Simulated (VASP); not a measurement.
Pt, 1 atom in the cell. Symmetry: Pm-3m, No. 221, cubic system. The conventional cell has a = 2.641 Å, b = 2.641 Å, c = 2.641 Å, α = 90.00°, β = 90.00°, γ = 90.00°. Pt (site symmetry m-3m) has 6 Pt at 2.64 Å within 3.5 Å. 

| Quantity | Value |
| --- | --- |
| Program | VASP 6.6.1 |
| Task | single point |
| Functional | PBE |
| Potentials or basis | VASP PAW PBE potentials, release 64 (Pt) |
| Cutoff | 520 eV |
| k mesh | 16 × 16 × 16 |
| Occupations | methfessel-paxton, width 0.05 eV |
| Spin | no spin polarisation |
| Dipole correction | no |
| Further INCAR settings | ALGO = Normal; EDIFF = 1e-06; NBANDS = 11 |

Potentials or basis: VASP PAW PBE potentials, release 64 (Pt).

Run with:

```sh
$ cat potpaw_PBE.64/Pt/POTCAR > POTCAR
$ mpirun -np 1 vasp_std > vasp.out
```

Hardware: 1 thread of AMD EPYC 7571, on a shared host.

Q: How long does it take, and how much memory?

A: Wall time 39 s on 1 thread of AMD EPYC 7571 (shared host), peak memory 0.12 GiB. Counts: scf iterations 11, k points 165.
